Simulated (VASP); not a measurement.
## Au: single point with PBE

The system is Au, a slab with vacuum.

```
Au
1.0
     2.94010    0.00000    0.00000
    -1.47005    2.54620    0.00000
     0.00000    0.00000   25.60230
Au
5
Cartesian
  2.2051 0.4244 7.9797
  -0.7350 2.1218 10.4062
  0.7350 1.2731 12.8011
  2.2051 0.4244 15.1961
  -0.7350 2.1218 17.6226
```

| Item | Value |
| --- | --- |
| Program | VASP 6.6.1 |
| Task | single point |
| Functional | PBE |
| Potentials or basis | VASP PAW PBE potentials, release 64 (Au) |
| Cutoff | 520 eV |
| k mesh | 13 × 13 × 1 |
| Occupations | fermi-dirac, width 0.05 eV |
| Spin | no spin polarisation |

```
Largest force          : 0.008 eV/Å
Band gap on the k mesh : zero (an odd number of electrons rules out a gap without spin polarisation)
```

Forces on the atoms (eV/Å):
```
Au   0.000  0.000  0.008
Au   0.000  0.000  0.001
Au   0.000  0.000  0.000
Au   0.000  0.000 -0.001
Au   0.000  0.000 -0.008
```

Levels at points of the mesh, in eV from the Fermi level:
| k point | band 26 | band 27 | band 28 | band 29 | band 30 | band 31 |
| --- | --- | --- | --- | --- | --- | --- |
| (0.00, 0.00, 0.00) | -2.28 | -2.28 | -2.08 | -2.08 | -0.95 | 0.07 |

It took 3.1 min on 1 thread of Intel(R) Xeon(R) 6975P-C (Granite Rapids), on a shared host, peak memory 0.36 GiB.

Caveat: spin-orbit coupling is left out, which moves the levels of the heavy elements.
